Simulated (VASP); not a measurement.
# Te2Mo in VASP: notebook, part 2 of 2

VASP 6.6.1. The steps go on from the part before.

## Step 4: Relaxation of cell and atoms, PBE

This run uses another cell than the first one.

INCAR

```
PREC = Accurate
ENCUT = 600
EDIFF = 1E-6
ISMEAR = -1
SIGMA = 0.05
LREAL = False
LASPH = True
NELM = 80
ALGO = Normal
ISIF = 3
LWAVE = False
LCHARG = False
GGA = PE
IBRION = 2
NSW = 60
EDIFFG = -0.01
```

KPOINTS

```
Automatic mesh
0
Gamma
  7 7 1
```

POSCAR

```
Te2Mo
1.0
    3.5624185427      0.0000000000      0.0000000000
   -1.7812092714      3.0851449569      0.0000000000
    0.0000000000      0.0000000000     31.5632657400
Te Mo
6 3
Direct
    0.0000000000      0.0000000000      0.0567620800
    0.3333333333      0.6666666667      0.2889862200
    0.3333333333      0.6666666667      0.8244042500
    0.3333333333      0.6666666667      0.1755957500
    0.3333333333      0.6666666667      0.7110137800
    0.0000000000      0.0000000000      0.9432379200
    0.3333333333      0.6666666667      0.0000000000
    0.0000000000      0.0000000000      0.2323060100
    0.0000000000      0.0000000000      0.7676939900
```

Potentials or basis: VASP PAW PBE potentials, release 64 (Te, Mo_sv).

Run with:

```sh
$ cat potpaw_PBE.64/Te/POTCAR potpaw_PBE.64/Mo_sv/POTCAR > POTCAR
$ mpirun -np 1 vasp_std > vasp.out
```

OUTCAR:

```text
PREC = Accurate
   ENCUT = 600
   EDIFF = 1E-6
   ISMEAR = -1
   LREAL = False
   LASPH = True
   NELM = 80
   ISIF = 3
   GGA = PE
   IBRION = 2
   NSW = 60
   EDIFFG = -0.01

 ion  position               nearest neighbor table
   1  0.000  0.000  0.057-   7 2.73   7 2.73   7 2.73   6 3.58
   2  0.333  0.667  0.289-   8 2.73   8 2.73   8 2.73   4 3.58
   3  0.333  0.667  0.824-   9 2.73   9 2.73   9 2.73   5 3.58
   4  0.333  0.667  0.176-   8 2.73   8 2.73   8 2.73   2 3.58
   5  0.333  0.667  0.711-   9 2.73   9 2.73   9 2.73   3 3.58
   6  0.000  0.000  0.943-   7 2.73   7 2.73   7 2.73   1 3.58
   7  0.333  0.667  0.000-   1 2.73   6 2.73   1 2.73   6 2.73   1 2.73   6 2.73
   8  0.000  0.000  0.232-   2 2.73   2 2.73   2 2.73   4 2.73   4 2.73   4 2.73
   9  0.000  0.000  0.768-   5 2.73   5 2.73   5 2.73   3 2.73   3 2.73   3 2.73

  LATTYP: Found a hexagonal cell.
 ALAT       =     3.5624185427
 C/A-ratio  =     8.8600666546

  Lattice vectors:

[... 302 lines left out ...]
[... ionic steps 4 to 23 ...]

--------------------------------------- Ionic step       24  -------------------------------------------

 number of electron      77.9999999 magnetization

------------------------ aborting loop because EDIFF is reached ----------------------------------------
[... 81 lines left out ...]
--------------------------------------- Ionic step       26  -------------------------------------------

 number of electron      77.9999999 magnetization

 Free energy of the ion-electron system (eV)
  ---------------------------------------------------
  ext. energy  EPLUGINS =         0.00000000
  ---------------------------------------------------
  free energy    TOTEN  =       -54.09647469 eV

  energy without entropy =      -54.09647210  energy(sigma->0) =      -54.09647340

 E-fermi :   3.7804     XC(G=0):  -7.1343

 val. band max:        3.1449497716   @ k =   0.0000   0.0000   0.0000
 cond. band min:       4.4272043650   @ k =   0.2857   0.1429   0.0000
 fundamental gap:      1.2822545934
 Fermi energy:         3.7804112682

 k-point     1 :       0.0000    0.0000    0.0000
  band No.  band energies     occupation
      1     -57.4345      2.00000
      2     -57.4327      2.00000
      3     -57.4327      2.00000
      4     -31.5797      2.00000
      5     -31.5779      2.00000
      6     -31.5779      2.00000
[... 417 lines left out ...]
  FREE ENERGIE OF THE ION-ELECTRON SYSTEM (eV)
  ---------------------------------------------------
  free  energy   TOTEN  =       -54.0964746903 eV

  energy  without entropy=      -54.0964721035  energy(sigma->0) =      -54.09647340

 reached required accuracy - stopping structural energy minimisation
```

CONTCAR:

```text
Te2Mo
   1.00000000000000
     3.5544739915076065    0.0000000000001277    0.0000000000000000
    -1.7772369958035801    3.0782647737455959    0.0000000000000000
    -0.0000000000000000    0.0000000000000000   32.4683077394022988
  Te              Mo
     6     3
Direct
     0.0000000000000000    0.0000000000000000    0.0557258655507265
     0.3333333332999970    0.6666666667000030    0.2886003984669535
     0.3333333332999970    0.6666666667000030    0.8228567953736032
     0.3333333332999970    0.6666666667000030    0.1771432046263966
     0.3333333332999970    0.6666666667000030    0.7113996015330465
     0.0000000000000000    0.0000000000000000    0.9442741344492736
     0.3333333332999970    0.6666666667000030    0.0000000000000000
     0.0000000000000000    0.0000000000000000    0.2328848830339569
     0.0000000000000000    0.0000000000000000    0.7671151169660433

  0.00000000E+00  0.00000000E+00  0.00000000E+00
  0.00000000E+00  0.00000000E+00  0.00000000E+00
  0.00000000E+00  0.00000000E+00  0.00000000E+00
  0.00000000E+00  0.00000000E+00  0.00000000E+00
  0.00000000E+00  0.00000000E+00  0.00000000E+00
  0.00000000E+00  0.00000000E+00  0.00000000E+00
  0.00000000E+00  0.00000000E+00  0.00000000E+00
  0.00000000E+00  0.00000000E+00  0.00000000E+00
  0.00000000E+00  0.00000000E+00  0.00000000E+00
```

Run time: 36 min. Hardware: 1 thread of Intel Xeon 6975P-C (Granite Rapids), shared host; peak memory 0.57 GiB.

What came out:

```yaml
Free_energy: -54.0965 eV
Relaxed_cell: a = 3.554 Å, b = 3.554 Å, c = 32.468 Å, α = 90.00°, β = 90.00°, γ = 120.00°
Space_group_after_relaxing_to_0.1_Å: P-6m2 (No. 187)
Energy_gained_by_relaxing: 1.8 meV/atom
Ionic_steps: 26
Largest_force_after_relaxing: 0.008 eV/Å
Band_gap_on_the_k_mesh: 1.28 eV (least direct gap 1.32 eV)
```

Forces in eV/Å, atoms in the order of the input:
```
Te   0.000  0.000  0.004
Te   0.000  0.000 -0.001
Te   0.000  0.000  0.000
Te   0.000  0.000  0.000
Te   0.000  0.000  0.001
Te   0.000  0.000 -0.004
Mo   0.000  0.000  0.000
Mo   0.000  0.000  0.008
Mo   0.000  0.000 -0.008
```

The path:
```
step  energy change (eV)  largest force (eV/Å)  pressure (GPa)  volume (Å³)
   1              0.0000                0.2281            0.55       346.90
   2              0.0100                0.2935           -1.07       353.54
   3             -0.0105                0.0165           -0.15       349.64
   4             -0.0127                0.0200           -0.02       348.53
   5             -0.0127                0.0261            0.03       348.16
   6             -0.0128                0.0250            0.01       348.25
   7             -0.0128                0.0241            0.00       348.31
   8             -0.0128                0.0240            0.00       348.28
   9             -0.0128                0.0154            0.04       348.30
  10             -0.0129                0.0139            0.10       348.34
  11             -0.0130                0.0146            0.11       348.37
  12             -0.0130                0.0152            0.10       348.45
  13             -0.0131                0.0168            0.10       348.60
  14             -0.0133                0.0207            0.10       348.90
  15             -0.0136                0.0287            0.09       349.51
  16             -0.0141                0.0460            0.07       350.73
  17             -0.0143                0.0785            0.04       353.17
  18             -0.0148                0.0530           -0.02       353.98
  19             -0.0151                0.0589           -0.17       355.80
  20             -0.0152                0.0377           -0.12       355.20
  21             -0.0156                0.0308           -0.05       355.22
  22             -0.0158                0.0350            0.02       355.24
  23             -0.0158                0.0307            0.01       355.24
  24             -0.0158                0.0292            0.00       355.24
  25             -0.0158                0.0106            0.01       355.25
  26             -0.0158                0.0079            0.02       355.26
```

Final structure:
```
CELL_PARAMETERS angstrom
3.55447 0.00000 0.00000
-1.77724 3.07826 0.00000
0.00000 0.00000 32.46831
ATOMIC_POSITIONS crystal
Te 0.00000 0.00000 0.05573
Te 0.33333 0.66667 0.28860
Te 0.33333 0.66667 0.82286
Te 0.33333 0.66667 0.17714
Te 0.33333 0.66667 0.71140
Te 0.00000 0.00000 0.94427
Mo 0.33333 0.66667 0.00000
Mo 0.00000 0.00000 0.23288
Mo 0.00000 0.00000 0.76712
```

Caveat: spin-orbit coupling is left out, which moves the levels of the heavy elements.

## Step 5: The runs side by side

| task | level | cell | k mesh | cutoff (eV) | gap on the mesh (eV) | largest force (eV/Å) |
| --- | --- | --- | --- | --- | --- | --- |
| single point | PBEsol | a = 3.493, b = 3.493, c = 30.523 Å, angles 90.0, 90.0, 120.0°, 9 atoms, atomic positions A | 9 × 9 × 1 | 520 | 0.93 | 0.03 |
| single point | PBE | a = 3.556, b = 3.556, c = 32.139 Å, angles 90.0, 90.0, 120.0°, 9 atoms, atomic positions B | 7 × 7 × 1 | 520 | 1.31 | 0.01 |
| relaxation of cell and atoms | PBE | relaxed from a = 3.562, b = 3.562, c = 31.563 Å, angles 90.0, 90.0, 120.0°, 9 atoms, atomic positions C | 7 × 7 × 1 | 600 | 1.28 | 0.01 |

Alike in all rows: potentials or basis VASP PAW PBE potentials, release 64 (Te, Mo_sv); no spin polarisation; smearing fermi-dirac 0.05 eV.

Caveats: spin-orbit coupling is left out, which moves the levels of the heavy elements; the PAW data sets were made with another functional, which shifts forces and pressure a little (at least some runs).

Absolute energies hang on the potentials; compare differences alone.
